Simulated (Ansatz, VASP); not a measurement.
**Ru: VASP beside Ansatz**

INCAR

```
SYSTEM = Ru
PREC = Accurate
ENCUT = 500
EDIFF = 1E-6
ISMEAR = 0
SIGMA = 0.15
LREAL = .False.
LASPH = .True.
NELM = 120
ALGO = Normal
ISIF = 2
LWAVE = .False.
LCHARG = .True.
GGA = PE
LELF = .True.
LVHAR = .True.
NBANDS = 21
GGA_COMPAT = .False.
```

KPOINTS

```
Automatic mesh
0
Gamma
  24 24 12
  0 0 0
```

The input POSCAR:

```
Ru
1.0
    2.7057993342      0.0000000000      0.0000000000
   -1.3528996671      2.3432909610      0.0000000000
    0.0000000000      0.0000000000      3.9607575000
Ru
2
Direct
    0.3333333333      0.6666666667      0.2500000000
    0.6666666667      0.3333333333      0.7500000000
```

Input for Ansatz:

```yaml
crystal:
  lattice:
    - [2.7057993342, 0.0, 0.0]
    - [-1.3528996671, 2.343290961, 0.0]
    - [0.0, 0.0, 3.9607575]
  atoms:
    - { symbol: Ru, position: [0.3333333333, 0.6666666667, 0.25] }
    - { symbol: Ru, position: [0.6666666667, 0.3333333333, 0.75] }
basis:
  ecutwfc: 420
kpoints:
  mp_grid: { grid: [24, 24, 12] }
hamiltonian:
  xc: pbe
scf:
  occupations: { method: gaussian, width: 0.15 }
output:
  forces: true
  stress: true
  eigenvalues: true
```

Change from the starting cell: strain -0.0750 x Voigt [0, 0, 1, 0, 0, 0], atoms carried along.

Alike in both runs: task single point; functional PBE; k mesh 24 × 24 × 12; occupations gaussian, width 0.15 eV; no spin polarisation.

|  | VASP | Ansatz |
| --- | --- | --- |
| version | VASP 6.6.1 | Ansatz 0.2.0 |
| potentials or method | VASP PAW PBE potentials, release 64 (Ru_pv), cutoff 500 eV | scalar-relativistic, plane waves, PAW |
| valence electrons in the cell | 28 | 32 |

```tsv
	VASP	Ansatz	Ansatz less VASP
gap on the k mesh at the Fermi level (eV)	none	none	-
pressure (GPa)	39.8	39.8	-0.04
traceless stress, the component that is largest in VASP (GPa)	29.88	29.81	-0.072
```

A gap of «none» marks a metal or a gap that the smearing closes. Both programs put the cell under a high pressure, so it lies far from rest at this level. VASP's potentials hold 28 valence electrons a cell and Ansatz's 32, so a difference there can come from the potentials and not from the codes.
